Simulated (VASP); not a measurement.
**KBr: single point with PBE**

The system is KBr.

```
CELL_PARAMETERS angstrom
3.97626 0.00000 0.00000
0.00000 3.97626 0.00000
0.00000 0.00000 3.97626
ATOMIC_POSITIONS crystal
K 0.00000 0.00000 0.00000
Br 0.50000 0.50000 0.50000
```

```
Program             : VASP 6.6.1
Task                : single point
Functional          : PBE
Potentials or basis : VASP PAW PBE potentials, release 64 (K_sv, Br)
Cutoff              : 520 eV
k mesh              : 6 × 6 × 6
Occupations         : gaussian, width 0.01 eV
Spin                : no spin polarisation
```

- Pressure: 0.9 GPa
- Band gap on the k mesh: 4.02 eV, indirect (least direct gap 4.30 eV)

Levels at points of the mesh, in eV from the valence-band top:
```
           k point  band 6  band 7  band 8  band 9  band 10  band 11
(0.00, 0.00, 0.00)   -0.28   -0.28   -0.28    4.02     5.79     5.79
(0.50, 0.00, 0.00)   -2.10   -0.26   -0.26    6.67     7.18     7.93
(0.50, 0.50, 0.00)   -1.48   -1.48    0.00    5.23     6.54     8.07
(0.50, 0.50, 0.50)   -1.55   -1.55   -1.55    7.51     7.51     7.51
```

It took 26 s on 1 thread of AMD EPYC 7R43 64-Core Processor (Zen 3), on a shared host, peak memory 0.13 GiB.

A k mesh can miss the band edges. Expect the measured gap to be larger: semilocal functionals such as PBE lack the derivative discontinuity.
